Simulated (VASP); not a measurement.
# Co (P6_3/mmc) in VASP: single point with PBE

Aim: the single point of Co with PBE.

Everything below comes from runs of VASP 6.6.1. Logs are shortened: lines on timing, memory, paths and dates and some standing lists are left out, and cuts for length are marked.

### Step 1. The cell of the first run

Symmetry: P6_3/mmc, No. 194, hexagonal system. The conventional cell has a = 2.592 Å, b = 2.592 Å, c = 4.230 Å, α = 90.00°, β = 90.00°, γ = 120.00°. Co (site symmetry -6m2) has 12 Co at 2.59 Å within 3.4 Å.

### Step 2. Single point, PBE, collinear spin, ferromagnetic start

Contents of INCAR:

```
SYSTEM = Co
  PREC = Accurate
  ENCUT = 600
  EDIFF = 1E-6
  ISMEAR = -1
  SIGMA = 1.0
  LREAL = .FALSE.
  LASPH = .TRUE.
  NELM = 200
  ALGO = Normal
  ISIF = 2
  LWAVE = .FALSE.
  LCHARG = .FALSE.
  ISPIN = 2
  MAGMOM = 1.7 1.7 1.7 1.7 1.7 1.7 1.7 1.7 1.7 1.7 1.7 1.7 1.7 1.7 1.7 1.7
  LORBIT = 11
  LMAXMIX = 4
  GGA = PE
  NBANDS = 90
  GGA_COMPAT = .FALSE.
```

Contents of KPOINTS:

```
regular mesh
0
G
  4 4 2
  0 0 0
```

Contents of POSCAR:

```
Co
1.0
    5.1837571504      0.0000000605      0.0000000000
   -2.5918786276      4.4892653490      0.0000000000
    0.0000000000      0.0000000000      8.4606554671
Co
16
Direct
    0.1666666666      0.3333333334      0.1250000000
    0.3333333334      0.1666666666      0.3750000000
    0.1666666666      0.3333333334      0.6250000000
    0.3333333334      0.1666666666      0.8750000000
    0.1666666666      0.8333333333      0.1250000000
    0.3333333334      0.6666666666      0.3750000000
    0.1666666666      0.8333333333      0.6250000000
    0.3333333334      0.6666666666      0.8750000000
    0.6666666666      0.3333333334      0.1250000000
    0.8333333333      0.1666666666      0.3750000000
    0.6666666666      0.3333333334      0.6250000000
    0.8333333333      0.1666666666      0.8750000000
    0.6666666666      0.8333333333      0.1250000000
    0.8333333333      0.6666666666      0.3750000000
    0.6666666666      0.8333333333      0.6250000000
    0.8333333333      0.6666666666      0.8750000000
```

Potentials or basis: VASP PAW PBE potentials, release 64 (Co).

The run is started by

```console
> cat potpaw_PBE.64/Co/POTCAR > POTCAR
> mpirun -np 1 vasp_std > vasp.out
```

OUTCAR:

```text
SYSTEM = Co
   PREC = Accurate
   ENCUT = 600
   EDIFF = 1E-6
   ISMEAR = -1
   LREAL = .FALSE.
   LASPH = .TRUE.
   NELM = 200
   ISIF = 2
   ISPIN = 2
   LORBIT = 11
   GGA = PE

 ion  position               nearest neighbor table
   1  0.167  0.333  0.125-   6 2.59   8 2.59  10 2.59  12 2.59   2 2.59   4 2.59   5 2.59  13 2.59
                             9 2.59   9 2.59  13 2.59   5 2.59
   2  0.333  0.167  0.375-   9 2.59  11 2.59   5 2.59   7 2.59   1 2.59   3 2.59  10 2.59  14 2.59
                             6 2.59   6 2.59  14 2.59  10 2.59
   3  0.167  0.333  0.625-   6 2.59   8 2.59  10 2.59  12 2.59   2 2.59   4 2.59   7 2.59  15 2.59
                            11 2.59  11 2.59  15 2.59   7 2.59
   4  0.333  0.167  0.875-   9 2.59  11 2.59   5 2.59   7 2.59   1 2.59   3 2.59  12 2.59  16 2.59
                             8 2.59   8 2.59  16 2.59  12 2.59
   5  0.167  0.833  0.125-   2 2.59   4 2.59  14 2.59  16 2.59   6 2.59   8 2.59   1 2.59   9 2.59
                            13 2.59  13 2.59   9 2.59   1 2.59
   6  0.333  0.667  0.375-   1 2.59   3 2.59  13 2.59  15 2.59   5 2.59   7 2.59  14 2.59  10 2.59
                             2 2.59   2 2.59  10 2.59  14 2.59
   7  0.167  0.833  0.625-   2 2.59   4 2.59  14 2.59  16 2.59   6 2.59   8 2.59   3 2.59  11 2.59
                            15 2.59  15 2.59  11 2.59   3 2.59
   8  0.333  0.667  0.875-   1 2.59   3 2.59  13 2.59  15 2.59   5 2.59   7 2.59  16 2.59  12 2.59
                             4 2.59   4 2.59  12 2.59  16 2.59
   9  0.667  0.333  0.125-  14 2.59  16 2.59   2 2.59   4 2.59  10 2.59  12 2.59  13 2.59   5 2.59
[... 22 lines left out ...]
 A1 = (   5.1837571504,   0.0000000605,   0.0000000000)
 A2 = (  -2.5918786276,   4.4892653490,   0.0000000000)
 A3 = (   0.0000000000,   0.0000000000,   8.4606554671)

Analysis of symmetry for initial positions (statically):
=====================================================================
 Subroutine PRICEL returns following result:

  LATTYP: Found a hexagonal cell.
 ALAT       =     2.5918785757
 C/A-ratio  =     1.6321473441
[... 12 lines left out ...]
 Subroutine GETGRP returns: Found 24 space group operations
 (whereof 12 operations were pure point group operations)
 out of a pool of 24 trial point group operations.

The static configuration has the point symmetry D_3d.
 The point group associated with its full space group is D_6h.

Analysis of symmetry for dynamics (positions and initial velocities):
=====================================================================
 Subroutine PRICEL returns following result:

  LATTYP: Found a hexagonal cell.
 ALAT       =     2.5918785757
 C/A-ratio  =     1.6321473441
[... 12 lines left out ...]
 Subroutine GETGRP returns: Found 24 space group operations
 (whereof 12 operations were pure point group operations)
 out of a pool of 24 trial point group operations.

The dynamic configuration has the point symmetry D_3d.
 The point group associated with its full space group is D_6h.

Analysis of structural, dynamic, and magnetic symmetry:
=====================================================================
 Subroutine PRICEL returns following result:

  LATTYP: Found a hexagonal cell.
 ALAT       =     2.5918785757
 C/A-ratio  =     1.6321473441
[... 12 lines left out ...]
 Subroutine GETGRP returns: Found 24 space group operations
 (whereof 12 operations were pure point group operations)
 out of a pool of 24 trial point group operations.

The overall configuration has the point symmetry D_3d.
 The point group associated with its full space group is D_6h.

 Subroutine INISYM returns: Found 24 space group operations
 (whereof 12 operations are pure point group operations),
 and found     8 'primitive' translations

----------------------------------------------------------------------------------------

                                     Primitive cell

  volume of cell :      24.6113

  direct lattice vectors                    reciprocal lattice vectors
     2.591878576  0.000000030  0.000000000     0.385820541  0.222753599  0.000000000
    -1.295939314  2.244632675  0.000000000    -0.000000005  0.445507189  0.000000000
     0.000000000  0.000000000  4.230327734     0.000000000  0.000000000  0.236388304

  length of vectors
     2.591878576  2.591878575  4.230327734     0.445507189  0.445507189  0.236388304

  position of ions in fractional coordinates (direct lattice)
     0.333333333  0.666666667  0.250000000
     0.666666667  0.333333333  0.750000000

  ion indices of the primitive-cell ions
   primitive index   ion index
                 1           1
                 2           2

----------------------------------------------------------------------------------------

 KPOINTS: regular mesh

Automatic generation of k-mesh.
 Grid dimensions read from file:
 generate k-points for:    4    4    2

 Generating k-lattice:

  Cartesian coordinates                     Fractional coordinates (reciprocal lattice)
     0.048227568  0.027844200  0.000000000     0.250000000 -0.000000000  0.000000000
    -0.000000001  0.055688399  0.000000000     0.000000000  0.250000000  0.000000000
     0.000000000  0.000000000  0.059097076     0.000000000  0.000000000  0.500000000

  Length of vectors
     0.055688399  0.055688399  0.059097076

  Shift w.r.t. Gamma in fractional coordinates (k-lattice)
     0.000000000  0.000000000  0.000000000

 Subroutine IBZKPT returns following result:
 ===========================================

 Found      8 irreducible k-points:

 Following reciprocal coordinates:
            Coordinates               Weight
  0.000000  0.000000  0.000000      1.000000
  0.250000  0.000000  0.000000      6.000000
  0.500000  0.000000  0.000000      3.000000
  0.250000  0.250000  0.000000      6.000000
  0.000000  0.000000  0.500000      1.000000
  0.250000  0.000000  0.500000      6.000000
  0.500000  0.000000  0.500000      3.000000
  0.250000  0.250000  0.500000      6.000000
   k-points           NKPTS =      8   k-points in BZ     NKDIM =      8   number of bands    NBANDS=     90
   number of dos      NEDOS =    301   number of ions     NIONS =     16
   total plane-waves  NPLWV = 123480
   dimension x,y,z NGX =    42 NGY =   42 NGZ =   70
   dimension x,y,z NGXF=    84 NGYF=   84 NGZF=  140
   ions per type =              16
   NGX,Y,Z   is equivalent  to a cutoff of  13.47, 13.47, 13.75 a.u.
   NGXF,Y,Z  is equivalent  to a cutoff of  26.94, 26.94, 27.51 a.u.
 SYSTEM =  Co
   PREC   = accura    normal or accurate (medium, high low for compatibility)
   ISTART =      0    job   : 0-new  1-cont  2-samecut
   ICHARG =      2    charge: 1-file 2-atom 10-const
   ISPIN  =      2    spin polarized calculation?
   LNONCOLLINEAR =      F non collinear calculations
   LSORBIT =      F    spin-orbit coupling
   LASPH  =      T    aspherical Exc in radial PAW
   ENCUT  =  600.0 eV  44.10 Ry    6.64 a.u.  10.35 10.35 16.90*2*pi/ulx,y,z
   NELM   =    200;   NELMIN=  2; NELMDL= -5     # of ELM steps
   EDIFF  = 0.1E-05   stopping-criterion for ELM
   LREAL  =      F    real-space projection
   EDIFFG = 0.1E-04   stopping-criterion for IOM
   NSW    =      0    number of steps for IOM
   IBRION =     -1    ionic relax: 0-MD 1-quasi-New 2-CG
   NFREE  =      0    steps in history (QN), initial steepest desc. (CG)
   ISIF   =      2    stress and relaxation
   ISYM   =      2    0-nonsym 1-usesym 2-fastsym
   POTIM  = 0.5000    time-step for ionic-motion
   TEBEG  =    0.0;   TEEND  =   0.0 temperature during run
   PSTRESS=    0.0 pullay stress
   NELECT =     144.0000    total number of electrons
   NUPDOWN=      -1.0000    fix difference up-down
   EMIN   =  10.00;   EMAX   =-10.00  energy-range for DOS
   EFERMI =   0.00;   METHOD = LEGACY
   ISMEAR =    -1;   SIGMA  =   1.00  broadening in eV -4-tet -1-fermi 0-gaus
   EFERMI_NEDOS =   21; number of points for ismear=-14 and -15
   IALGO  =     38    algorithm
   IMIX   =      4    mixing-type and parameters
     AMIX     =   0.40;   BMIX     =  1.00
     AMIX_MAG =   1.60;   BMIX_MAG =  1.00
  volume/ion in A,a.u.               =      12.31        83.04
  Fermi-wavevector in a.u.,A,eV,Ry     =   1.474985  2.787318 29.600584  2.175582
  Thomas-Fermi vector in A             =   2.589690
   LORBIT       =     11    0 simple, 1 ext, 2 COOP (PROOUT), +10 PAW based schemes
   GGA     = PE    functional components
   LHFCALC =     F    Hartree Fock is set to
   AEXX    =    0.0000 exact exchange contribution
   IVDW    =     0    specifies the selected vdW correction
   LEPSILON=     F    determine dielectric tensor
   LRPA    =     F    only Hartree local field effects (RPA)
 spin polarized calculation
  energy-cutoff  :      600.00
  volume of cell :      196.89
 maximum number of plane-waves:      6610
 NGX is ok and might be reduce to    42
   NGX = 21   NGY = 21   NGZ = 33

 number of electron     143.9999916 magnetization      -0.0789156

 number of electron     143.9999916 magnetization       0.0011654

 Free energy of the ion-electron system (eV)
  ---------------------------------------------------
  ext. energy  EPLUGINS =         0.00000000
  ---------------------------------------------------
  free energy    TOTEN  =      -151.68422152 eV

  energy without entropy =      -81.97705286  energy(sigma->0) =     -116.83063719

 E-fermi :   9.0991     XC(G=0): -12.6901

 val. band max:        8.9388937671   @ k =   0.2500   0.2500   0.5000
 cond. band min:       9.3000407401   @ k =   0.2500   0.0000   0.5000
 fundamental gap:      0.3611469730
 Fermi energy:         9.0990615041

 spin component 1

 k-point     1 :       0.0000    0.0000    0.0000
  band No.  band energies     occupation
      1       0.3898      0.99983
      2       2.4745      0.99867
      3       2.4745      0.99867
      4       4.5585      0.98945
      5       4.7838      0.98681
      6       4.7838      0.98681
[... 685 lines left out ...]
     83       8.9388      0.53998
     84       8.9388      0.53998
 Fermi energy:         9.0990615041

 spin component 2

 k-point     1 :       0.0000    0.0000    0.0000
  band No.  band energies     occupation
      1       0.3897      0.99983
      2       2.4744      0.99867
      3       2.4744      0.99867
      4       4.5585      0.98944
      5       4.7838      0.98681
      6       4.7838      0.98681
[... 685 lines left out ...]
     83       8.9389      0.53996
     84       8.9389      0.53996
 [bands above 84 left out]

------------------------ aborting loop because EDIFF is reached ----------------------------------------

  FORCE on cell =-STRESS in cart. coord.  units (eV):
  Direction    XX          YY          ZZ          XY          YZ          ZX
  --------------------------------------------------------------------------------------
  -------------------------------------------------------------------------------------
  Total       -1.9977008     -1.9977008     -2.0625050      0.0000000      0.0000000      0.0000000
  in kB      -16.2561274    -16.2561274    -16.7834658      0.0000000      0.0000000      0.0000000
  external PRESSURE =     -16.4319069 kB  Pullay stress =       0.0000000 kB

 VOLUME and BASIS-vectors are now :
 -----------------------------------------------------------------------------
  energy-cutoff  :      600.00
  volume of cell :      196.89
      direct lattice vectors                 reciprocal lattice vectors
     5.183757150  0.000000061  0.000000000     0.192910270  0.111376800  0.000000000
    -2.591878628  4.489265349  0.000000000    -0.000000003  0.222753595  0.000000000
     0.000000000  0.000000000  8.460655467     0.000000000  0.000000000  0.118194152

 POSITION                                       TOTAL-FORCE (eV/Angst)
 -----------------------------------------------------------------------------------
     -0.00000      1.49642      1.05758        -0.000000      0.000000     -0.000000
      1.29594      0.74821      3.17275         0.000000     -0.000000     -0.000000
     -0.00000      1.49642      5.28791        -0.000000      0.000000      0.000000
      1.29594      0.74821      7.40307         0.000000     -0.000000     -0.000000
     -1.29594      3.74105      1.05758        -0.000000     -0.000000     -0.000000
     -0.00000      2.99284      3.17275         0.000000     -0.000000      0.000000
[... 8 lines left out ...]
      1.29594      3.74105      5.28791        -0.000000     -0.000000     -0.000000
      2.59188      2.99284      7.40307         0.000000      0.000000      0.000000
 -----------------------------------------------------------------------------------
    total drift:                               -0.000000      0.000000      0.000000

  FREE ENERGIE OF THE ION-ELECTRON SYSTEM (eV)
  ---------------------------------------------------
  free  energy   TOTEN  =      -151.6842215188 eV

  energy  without entropy=      -81.9770528574  energy(sigma->0) =     -116.83063719

 total charge

# of ion       s       p       d       tot
------------------------------------------
    1        0.447   0.430   7.192   8.068
    2        0.447   0.430   7.192   8.068
    3        0.447   0.430   7.192   8.068
    4        0.447   0.430   7.192   8.068
    5        0.447   0.430   7.192   8.068
    6        0.447   0.430   7.192   8.068
[... 8 lines left out ...]
   15        0.447   0.430   7.192   8.068
   16        0.447   0.430   7.192   8.068
--------------------------------------------------
tot          7.146   6.873 115.072 129.091

 magnetization (x)

# of ion       s       p       d       tot
------------------------------------------
    1       -0.000  -0.000   0.000   0.000
    2       -0.000  -0.000   0.000   0.000
    3       -0.000  -0.000   0.000   0.000
    4       -0.000  -0.000   0.000   0.000
    5       -0.000  -0.000   0.000   0.000
    6       -0.000  -0.000   0.000   0.000
[... 8 lines left out ...]
   15       -0.000  -0.000   0.000   0.000
   16       -0.000  -0.000   0.000   0.000
--------------------------------------------------
tot         -0.000  -0.000   0.001   0.001
```

Run time: 66 min. Hardware: 1 thread of Intel Xeon 8259CL, shared host; peak memory 0.59 GiB.

Results:

```yaml
Free_energy: -151.6842 eV
Pressure: -1.6 GPa
Band_gap_on_the_k_mesh: zero (filled and empty bands overlap)
Net_moment: 0.00 μB per cell
Valence_electrons_inside_the_program's_atomic_spheres: Co 8.07
```

Caveat: the k points lie up to 0.37 Å⁻¹ apart; the highest band is partly filled, so the run has too few bands; so wide a smearing shifts energies and pressures; the moments typed at the start vanished in this run.

The gap in the log of VASP goes by the Fermi energy; the results here count the filled bands.